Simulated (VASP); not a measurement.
The system is Na3Zn2N.

```xyz
6
Lattice="5.4985 0.0000 0.0000 -2.7493 4.7619 0.0000 0.0000 0.0000 3.7233" Properties=species:S:1:pos:R:3 pbc="T T T"
Na    2.7493    0.0000    1.8617
Na   -1.3746    2.3809    1.8617
Na    1.3746    2.3809    1.8617
Zn    0.0000    3.1746    0.0000
Zn    2.7493    1.5873    0.0000
N     0.0000    0.0000    0.0000
```

The cell was built from a structure type or drawn by symmetry, and may not be a known phase.

Base run:

```yaml
Program: VASP 6.6.1
Functional: PBE
Potentials_or_basis: VASP PAW PBE potentials, release 64 (Na_pv, Zn, N)
Cutoff: 520 eV
k_mesh: 6 × 6 × 6
Occupations: gaussian, width 0.1 eV
Spin: collinear spin, ferromagnetic start
Starting_moments: "[0.0, 0.0, 0.0, 0.0, 0.0, 1.0] μB"
```

Its results: pressure 20.8 GPa.

Q: The run is repeated on the same cell with these changes: spin from collinear spin, ferromagnetic start to no spin polarisation; further incar settings from ALGO = Normal; EDIFF = 1e-06; NBANDS = 38 to ALGO = Normal; EDIFF = 1e-07; NBANDS = 34. What comes out?

A: Pressure 19.4 GPa.

Caveats: the cell stands under pressure.
